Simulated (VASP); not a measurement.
Li2O (a cell with a defect), 96 atoms in the cell. The cell holds a defect, 96 atoms: a = 9.252 Å, b = 9.252 Å, c = 9.252 Å, α = 90.00°, β = 90.00°, γ = 90.00°. 

- Program: VASP 6.6.1
- Task: relaxation of the atoms
- Functional: PBE
- Potentials or basis: VASP PAW PBE potentials, release 64 (Li_sv, O)
- Cutoff: 650 eV
- k mesh: 1 × 1 × 1
- Occupations: gaussian, width 0.02 eV
- Spin: no spin polarisation
- Dipole correction: no
- Further INCAR settings: LREAL = Auto; ALGO = Normal; EDIFF = 1e-07; IBRION = 2; EDIFFG = -0.02; NSW = 80

Potentials or basis: VASP PAW PBE potentials, release 64 (Li_sv, O).

Run with:

```sh
$ cat potpaw_PBE.64/Li_sv/POTCAR potpaw_PBE.64/O/POTCAR > POTCAR
$ mpirun -np 4 vasp_gam > vasp.out
```

Hardware: 4 MPI ranks on Intel(R) Xeon(R) Platinum 8259CL CPU @ 2.50GHz (Skylake/Cascade Lake), on a shared host.

Task: Estimate the wall time of this run.

Result: Run time: 31 min on 4 MPI ranks on Intel(R) Xeon(R) Platinum 8259CL CPU @ 2.50GHz (Skylake/Cascade Lake), on a shared host, peak memory 0.4 GiB a rank. Counts: scf iterations 250, k points 1, ion steps 17.
